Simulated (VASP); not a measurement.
# AlP (F-43m) in VASP: further runs

AlP is run at these levels: PBEsol; tasks: single point, relaxation of cell and atoms.

Program: VASP 6.6.1. These are calculated values, not measurements. Logs are shortened: lines on timing, memory, paths and dates and some standing lists are left out, and cuts for length are marked.

### 1 The cell of the first run

The structure is cubic, space group F-43m (No. 216). The conventional cell has a = 4.933 Å, b = 4.933 Å, c = 4.933 Å, α = 90.00°, β = 90.00°, γ = 90.00°. Within 2.8 Å of Al (site symmetry -43m) lie 4 P at 2.14 Å. P (site symmetry -43m) has 4 Al at 2.14 Å within 2.8 Å.

### 2 Single point, PBEsol

File INCAR:

```
SYSTEM = AlP
PREC = Accurate
ENCUT = 500
EDIFF = 1E-6
ISMEAR = 0
SIGMA = 0.01
LREAL = .FALSE.
LASPH = .TRUE.
NELM = 120
ALGO = Normal
ISIF = 2
LWAVE = .FALSE.
LCHARG = .FALSE.
GGA = PS
NBANDS = 11
GGA_COMPAT = .FALSE.
```

File KPOINTS:

```
Automatic mesh
0
G
  8 8 8
  0 0 0
```

File POSCAR:

```
AlP
1.0
    0.0000000000      2.4666894670      2.4666894670
    2.4666894670      0.0000000000      2.4666894670
    2.4666894670      2.4666894670      0.0000000000
Al P
1 1
Direct
    0.0000000000      0.0000000000      0.0000000000
    0.7500000000      0.7500000000      0.7500000000
```

Potentials or basis: VASP PAW PBE potentials, release 64 (Al, P).

Launch:

```console
$ cat potpaw_PBE.64/Al/POTCAR potpaw_PBE.64/P/POTCAR > POTCAR
$ mpirun -np 1 vasp_std > vasp.out
```

OUTCAR:

```text
SYSTEM = AlP
   PREC = Accurate
   ENCUT = 500
   EDIFF = 1E-6
   ISMEAR = 0
   LREAL = .FALSE.
   LASPH = .TRUE.
   NELM = 120
   ISIF = 2
   GGA = PS

 ion  position               nearest neighbor table
   1  0.000  0.000  0.000-   2 2.14   2 2.14   2 2.14   2 2.14
   2  0.750  0.750  0.750-   1 2.14   1 2.14   1 2.14   1 2.14

  LATTYP: Found a face centered cubic cell.
 ALAT       =     4.9333789340

  Lattice vectors:

 A1 = (   0.0000000000,   2.4666894670,   2.4666894670)
 A2 = (   2.4666894670,   0.0000000000,   2.4666894670)
 A3 = (   2.4666894670,   2.4666894670,   0.0000000000)

Analysis of symmetry for initial positions (statically):
=====================================================================
 Subroutine PRICEL returns:
 Original cell was already a primitive cell.

 Routine SETGRP: Setting up the symmetry group for a
 face centered cubic supercell.

 Subroutine GETGRP returns: Found 24 space group operations
 (whereof 24 operations were pure point group operations)
 out of a pool of 48 trial point group operations.

The static configuration has the point symmetry T_d .

Analysis of symmetry for dynamics (positions and initial velocities):
=====================================================================
 Subroutine PRICEL returns:
 Original cell was already a primitive cell.

 Routine SETGRP: Setting up the symmetry group for a
 face centered cubic supercell.

 Subroutine GETGRP returns: Found 24 space group operations
 (whereof 24 operations were pure point group operations)
 out of a pool of 48 trial point group operations.

The dynamic configuration has the point symmetry T_d .

 Subroutine INISYM returns: Found 24 space group operations
 (whereof 24 operations are pure point group operations),
 and found     1 'primitive' translations

----------------------------------------------------------------------------------------

                                     Primitive cell

  volume of cell :      30.0174

  direct lattice vectors                    reciprocal lattice vectors
     0.000000000  2.466689467  2.466689467    -0.202700829  0.202700829  0.202700829
     2.466689467  0.000000000  2.466689467     0.202700829 -0.202700829  0.202700829
     2.466689467  2.466689467  0.000000000     0.202700829  0.202700829 -0.202700829

  length of vectors
     3.488425698  3.488425698  3.488425698     0.351088135  0.351088135  0.351088135

  position of ions in fractional coordinates (direct lattice)
     0.000000000  0.000000000  0.000000000
     0.750000000  0.750000000  0.750000000

  ion indices of the primitive-cell ions
   primitive index   ion index
                 1           1
                 2           2

----------------------------------------------------------------------------------------

 KPOINTS: Automatic mesh

Automatic generation of k-mesh.
 Grid dimensions read from file:
 generate k-points for:    8    8    8

 Generating k-lattice:

  Cartesian coordinates                     Fractional coordinates (reciprocal lattice)
    -0.025337604  0.025337604  0.025337604     0.125000000  0.000000000  0.000000000
     0.025337604 -0.025337604  0.025337604     0.000000000  0.125000000  0.000000000
     0.025337604  0.025337604 -0.025337604     0.000000000  0.000000000  0.125000000

  Length of vectors
     0.043886017  0.043886017  0.043886017

  Shift w.r.t. Gamma in fractional coordinates (k-lattice)
     0.000000000  0.000000000  0.000000000

 Subroutine IBZKPT returns following result:
 ===========================================

 Found     29 irreducible k-points:

 Following reciprocal coordinates:
            Coordinates               Weight
  0.000000  0.000000  0.000000      1.000000
  0.125000  0.000000  0.000000      8.000000
  0.250000  0.000000  0.000000      8.000000
  0.375000  0.000000  0.000000      8.000000
  0.500000  0.000000  0.000000      4.000000
  0.125000  0.125000  0.000000      6.000000
[... 16 lines left out ...]
  0.500000  0.250000  0.125000     48.000000
 -0.375000  0.250000  0.125000     24.000000
 [... further k-points ...]
   k-points           NKPTS =     29   k-points in BZ     NKDIM =     29   number of bands    NBANDS=     11
   number of dos      NEDOS =    301   number of ions     NIONS =      2
   total plane-waves  NPLWV =  21952
   dimension x,y,z NGX =    28 NGY =   28 NGZ =   28
   dimension x,y,z NGXF=    56 NGYF=   56 NGZF=   56
   ions per type =               1   1
   NGX,Y,Z   is equivalent  to a cutoff of  13.34, 13.34, 13.34 a.u.
   NGXF,Y,Z  is equivalent  to a cutoff of  26.69, 26.69, 26.69 a.u.
 SYSTEM =  AlP
   PREC   = accura    normal or accurate (medium, high low for compatibility)
   ISTART =      0    job   : 0-new  1-cont  2-samecut
   ICHARG =      2    charge: 1-file 2-atom 10-const
   ISPIN  =      1    spin polarized calculation?
   LNONCOLLINEAR =      F non collinear calculations
   LSORBIT =      F    spin-orbit coupling
   LASPH  =      T    aspherical Exc in radial PAW
   ENCUT  =  500.0 eV  36.75 Ry    6.06 a.u.   6.36  6.36  6.36*2*pi/ulx,y,z
   NELM   =    120;   NELMIN=  2; NELMDL= -5     # of ELM steps
   EDIFF  = 0.1E-05   stopping-criterion for ELM
   LREAL  =      F    real-space projection
   EDIFFG = 0.1E-04   stopping-criterion for IOM
   NSW    =      0    number of steps for IOM
   IBRION =     -1    ionic relax: 0-MD 1-quasi-New 2-CG
   NFREE  =      0    steps in history (QN), initial steepest desc. (CG)
   ISIF   =      2    stress and relaxation
   ISYM   =      2    0-nonsym 1-usesym 2-fastsym
   POTIM  = 0.5000    time-step for ionic-motion
   TEBEG  =    0.0;   TEEND  =   0.0 temperature during run
   PSTRESS=    0.0 pullay stress
   NELECT =       8.0000    total number of electrons
   NUPDOWN=      -1.0000    fix difference up-down
   EMIN   =  10.00;   EMAX   =-10.00  energy-range for DOS
   EFERMI =   0.00;   METHOD = LEGACY
   ISMEAR =     0;   SIGMA  =   0.01  broadening in eV -4-tet -1-fermi 0-gaus
   EFERMI_NEDOS =   21; number of points for ismear=-14 and -15
   IALGO  =     38    algorithm
   IMIX   =      4    mixing-type and parameters
     AMIX     =   0.40;   BMIX     =  1.00
     AMIX_MAG =   1.60;   BMIX_MAG =  1.00
  volume/ion in A,a.u.               =      15.01       101.28
  Fermi-wavevector in a.u.,A,eV,Ry     =   1.053530  1.990884 15.101460  1.109926
  Thomas-Fermi vector in A             =   2.188655
   LORBIT       =      0    0 simple, 1 ext, 2 COOP (PROOUT), +10 PAW based schemes
   GGA     = PS    functional components
   LHFCALC =     F    Hartree Fock is set to
   AEXX    =    0.0000 exact exchange contribution
   IVDW    =     0    specifies the selected vdW correction
   LEPSILON=     F    determine dielectric tensor
   LRPA    =     F    only Hartree local field effects (RPA)
 non-spin polarized calculation
 Gauss-broadening in eV      SIGMA  =   0.01
  energy-cutoff  :      500.00
  volume of cell :       30.02
 maximum number of plane-waves:       778
 NGX is ok and might be reduce to    28
   NGX = 13   NGY = 13   NGZ = 13

 number of electron       8.0000001 magnetization

 Free energy of the ion-electron system (eV)
  ---------------------------------------------------
  ext. energy  EPLUGINS =         0.00000000
  ---------------------------------------------------
  free energy    TOTEN  =        -9.67022804 eV

  energy without entropy =       -9.67022804  energy(sigma->0) =       -9.67022804

 E-fermi :   7.8538     XC(G=0): -10.5843

 val. band max:        7.7612410274   @ k =   0.0000   0.0000   0.0000
 cond. band min:       8.4205909144   @ k =   0.5000   0.5000   0.0000
 fundamental gap:      0.6593498870
 Fermi energy:         7.8538454916

 k-point     1 :       0.0000    0.0000    0.0000
  band No.  band energies     occupation
      1      -5.8105      2.00000
      2       7.7612      2.00000
      3       7.7612      2.00000
      4       7.7612      2.00000
      5      12.6553      0.00000
      6      12.6553      0.00000
      7      12.6553      0.00000
      8      13.6502      0.00000
      9      16.8450      0.00000
     10      16.8450      0.00000
     11      20.2465      0.00000

 k-point     2 :       0.1250    0.0000    0.0000
  band No.  band energies     occupation
      1      -5.5718      2.00000
      2       6.3428      2.00000
      3       7.5667      2.00000
      4       7.5667      2.00000
      5      12.5597      0.00000
      6      13.0311      0.00000
      7      13.0311      0.00000
      8      14.8164      0.00000
      9      16.2171      0.00000
     10      16.2171      0.00000
     11      20.0915      0.00000

 k-point     3 :       0.2500    0.0000    0.0000
  band No.  band energies     occupation
      1      -4.8838      2.00000
      2       3.8781      2.00000
      3       7.1989      2.00000
      4       7.1989      2.00000
      5      12.1043      0.00000
      6      13.2133      0.00000
      7      13.2133      0.00000
      8      16.3573      0.00000
      9      16.3573      0.00000
     10      16.6429      0.00000
     11      19.5150      0.00000

 k-point     4 :       0.3750    0.0000    0.0000
  band No.  band energies     occupation
      1      -3.8887      2.00000
      2       1.6551      2.00000
      3       6.9199      2.00000
      4       6.9199      2.00000
      5      11.7477      0.00000
      6      12.6999      0.00000
      7      12.6999      0.00000
      8      16.7585      0.00000
      9      18.2735      0.00000
     10      18.2735      0.00000
     11      21.0736      0.00000
[... 239 lines left out ...]
 k-point    22 :       0.3750    0.2500    0.1250
  band No.  band energies     occupation
      1      -4.2908      2.00000
      2       3.6941      2.00000
      3       5.1530      2.00000
      4       6.5702      2.00000
      5      11.7383      0.00000
      6      12.7246      0.00000
      7      14.0524      0.00000
      8      15.5794      0.00000
      9      17.3048      0.00000
     10      20.4439      0.00000
     11      22.1350      0.00000

 k-point    23 :       0.5000    0.2500    0.1250
  band No.  band energies     occupation
      1      -3.3524      2.00000
      2       2.0803      2.00000
      3       4.5050      2.00000
      4       5.9922      2.00000
      5      11.6638      0.00000
      6      13.0013      0.00000
      7      14.4498      0.00000
      8      15.9500      0.00000
      9      18.6606      0.00000
     10      20.8670      0.00000
     11      22.3070      0.00000

 k-point    24 :      -0.3750    0.2500    0.1250
  band No.  band energies     occupation
      1      -2.7614      2.00000
      2       1.1629      2.00000
      3       4.3989      2.00000
      4       5.7036      2.00000
      5      11.6018      0.00000
      6      12.7593      0.00000
      7      15.3561      0.00000
      8      16.7667      0.00000
      9      18.1400      0.00000
     10      20.4503      0.00000
     11      22.8454      0.00000

 [... further k-points ...]
[... 5 lines left out ...]
  --------------------------------------------------------------------------------------
  -------------------------------------------------------------------------------------
  Total        9.3992676      9.3992676      9.3992676      0.0000000      0.0000000     -0.0000000
  in kB      501.6850545    501.6850545    501.6850545      0.0000000      0.0000000     -0.0000000
  external PRESSURE =     501.6850545 kB  Pullay stress =       0.0000000 kB

 VOLUME and BASIS-vectors are now :
 -----------------------------------------------------------------------------
  energy-cutoff  :      500.00
  volume of cell :       30.02
      direct lattice vectors                 reciprocal lattice vectors
     0.000000000  2.466689467  2.466689467    -0.202700829  0.202700829  0.202700829
     2.466689467  0.000000000  2.466689467     0.202700829 -0.202700829  0.202700829
     2.466689467  2.466689467  0.000000000     0.202700829  0.202700829 -0.202700829

 POSITION                                       TOTAL-FORCE (eV/Angst)
 -----------------------------------------------------------------------------------
      0.00000      0.00000      0.00000        -0.000000     -0.000000     -0.000000
      3.70003      3.70003      3.70003         0.000000      0.000000      0.000000
 -----------------------------------------------------------------------------------
    total drift:                               -0.000000     -0.000000     -0.000000

  FREE ENERGIE OF THE ION-ELECTRON SYSTEM (eV)
  ---------------------------------------------------
  free  energy   TOTEN  =        -9.6702280397 eV

  energy  without entropy=       -9.6702280397  energy(sigma->0) =       -9.67022804
```

Wall time 14 s (1 thread of Intel Xeon Platinum 8375C at 2.90GHz (Ice Lake), shared host); peak memory 0.15 GiB.

What came out:

```
Free energy            : -9.6702 eV
Pressure               : 50.2 GPa
Band gap on the k mesh : 0.66 eV, indirect (least direct gap 3.47 eV)
```

Levels at points of the mesh, in eV from the valence-band top:
| k point | band 2 | band 3 | band 4 | band 5 | band 6 | band 7 |
| --- | --- | --- | --- | --- | --- | --- |
| (0.00, 0.00, 0.00) | 0.00 | 0.00 | 0.00 | 4.89 | 4.89 | 4.89 |
| (0.50, 0.00, 0.00) | -7.18 | -0.94 | -0.94 | 3.86 | 4.69 | 4.69 |
| (0.50, 0.50, 0.00) | -6.56 | -2.81 | -2.81 | 0.66 | 2.10 | 13.10 |

Caveat: the PAW data sets were made with another functional, which shifts forces and pressure a little.

### 3 Relaxation of cell and atoms, PBEsol, target pressure 50 GPa, at which the enthalpy is minimised

This run uses another cell than the first one, of 20.46 Å³/atom, 1.363 times its volume.

File INCAR:

```
PREC     = Accurate       # precision mode
ENCUT    = 500            # plane-wave cutoff, eV
EDIFF    = 1E-7           # SCF threshold, eV
ISMEAR   = 0              # smearing method
SIGMA    = 0.01           # smearing width, eV
LREAL    = False          # projectors in reciprocal space
LASPH    = True           # aspherical terms in the spheres
NELM     = 120            # most SCF steps
ALGO     = Normal         # electronic algorithm
ISIF     = 3              # what is computed and relaxed
LWAVE    = False          # write WAVECAR
LCHARG   = False          # write CHGCAR
GGA      = PS             # functional
IBRION   = 2              # ionic algorithm
NSW      = 80             # ionic steps
EDIFFG   = -0.001         # ionic threshold
PSTRESS  = 500.0        
GGA_COMPAT= False        
NELMIN   = 4
```

File KPOINTS:

```
regular mesh
0
Gamma
  8 8 8
```

File POSCAR:

```
AlP
1.0
    0.0000000000      2.7351727429      2.7351727429
    2.7351727429      0.0000000000      2.7351727429
    2.7351727429      2.7351727429      0.0000000000
Al P
1 1
Direct
    0.0000000000      0.0000000000      0.0000000000
    0.7500000000      0.7500000000      0.7500000000
```

Potentials or basis: VASP PAW PBE potentials, release 64 (Al, P).

Launch:

```console
$ cat potpaw_PBE.64/Al/POTCAR potpaw_PBE.64/P/POTCAR > POTCAR
$ mpirun -np 1 vasp_std > vasp.out
```

It took 1.7 min on 1 thread of Intel Xeon Platinum 8375C at 2.90GHz (Ice Lake), shared host; peak memory 0.16 GiB.

The run converged. Its results:

```yaml
Free_energy: -9.6778 eV
Relaxed_volume: 15.02 Å³/atom
Relaxed_cell: a = 3.489 Å, b = 3.489 Å, c = 3.489 Å, α = 60.00°, β = 60.00°, γ = 60.00°
Space_group_after_relaxing_to_0.05_Å: F-43m (No. 216)
Energy_change_on_relaxing_the_enthalpy_is_what_falls: +658.7 meV/atom
Ionic_steps: 17
Pressure_after_relaxing: 50.0 GPa
Band_gap_on_the_k_mesh: 0.66 eV, indirect (least direct gap 3.47 eV)
```

Step by step:
```tsv
step	energy change (eV)	largest force (eV/Å)	pressure (GPa)	volume (Å³)
1	0.0000	0.0000	0.04	40.92
2	26.6623	0.0000	733.59	13.57
3	0.5948	0.0000	28.82	33.03
4	0.9694	0.0000	40.19	31.28
5	1.3306	0.0000	50.37	30.00
6	1.2698	0.0000	48.69	30.19
7	1.2725	0.0000	48.77	30.18
8	1.2808	0.0000	48.99	30.16
9	1.2809	0.0000	49.00	30.16
10	1.2812	0.0000	49.01	30.15
11	1.2819	0.0000	49.02	30.15
12	1.2832	0.0000	49.06	30.15
13	1.2859	0.0000	49.13	30.14
14	1.2912	0.0000	49.28	30.12
15	1.3019	0.0000	49.58	30.09
16	1.3235	0.0000	50.17	30.02
17	1.3173	0.0000	50.00	30.04
```

Final structure:
```yaml
crystal:
  lattice:
    - [0.00000, 2.46724, 2.46724]
    - [2.46724, 0.00000, 2.46724]
    - [2.46724, 2.46724, 0.00000]
  atoms:
    - { symbol: Al, position: [0.00000, 0.00000, 0.00000] }
    - { symbol: P, position: [0.75000, 0.75000, 0.75000] }
```

Levels at points of the mesh, in eV from the valence-band top:
| k point | band 1 | band 2 | band 3 | band 4 | band 5 | band 6 | band 7 | band 8 |
| --- | --- | --- | --- | --- | --- | --- | --- | --- |
| (0.00, 0.00, 0.00) | -13.57 | 0.00 | 0.00 | 0.00 | 4.89 | 4.89 | 4.89 | 5.88 |
| (0.50, 0.00, 0.00) | -11.00 | -7.18 | -0.94 | -0.94 | 3.86 | 4.69 | 4.69 | 8.78 |
| (0.50, 0.50, 0.00) | -9.97 | -6.56 | -2.81 | -2.81 | 0.66 | 2.10 | 13.09 | 13.09 |

Caveat: the cell is relaxed towards a set pressure, so the enthalpy falls and the energy may rise; the volume moved by over 15 % at a fixed basis, so the end points are rough; the PAW data sets were made with another functional, which shifts forces and pressure a little.
